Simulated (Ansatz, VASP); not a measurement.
**Two plane-wave programs on Ta**

```xyz
1
Lattice="0.0000 2.1203 2.1203 2.1203 0.0000 2.1203 2.1203 2.1203 0.0000" Properties=species:S:1:pos:R:3 pbc="T T T"
Ta    0.0000    0.0000    0.0000
```

Alike in both runs: functional revPBE; k mesh 13 × 13 × 13; occupations fermi-dirac, width 0.1 eV; no spin polarisation.

Ansatz relaxed the structure, and its values are those at the end. VASP's run is a single point on that final structure, the one shown.

|  | VASP | Ansatz |
| --- | --- | --- |
| version | VASP 6.6.1 | Ansatz 0.2.0 |
| potentials or method | VASP PAW PBE potentials, release 64 (Ta_pv), cutoff 520 eV | plane waves (420 eV) with PAW, scalar-relativistic |
| valence electrons in the cell | 11 | 13 |

|  | VASP | Ansatz | Ansatz less VASP |
| --- | --- | --- | --- |
| pressure (GPa) | 0.0 | 0.0 | +0.02 |

VASP's potentials were made for PBE, not for revPBE. The functional is the same, so the differences come from potentials, cutoffs and numerics. VASP's potentials hold 11 valence electrons a cell and Ansatz's 13, so a difference there can come from the potentials and not from the codes.

Neither program's run includes spin-orbit coupling.
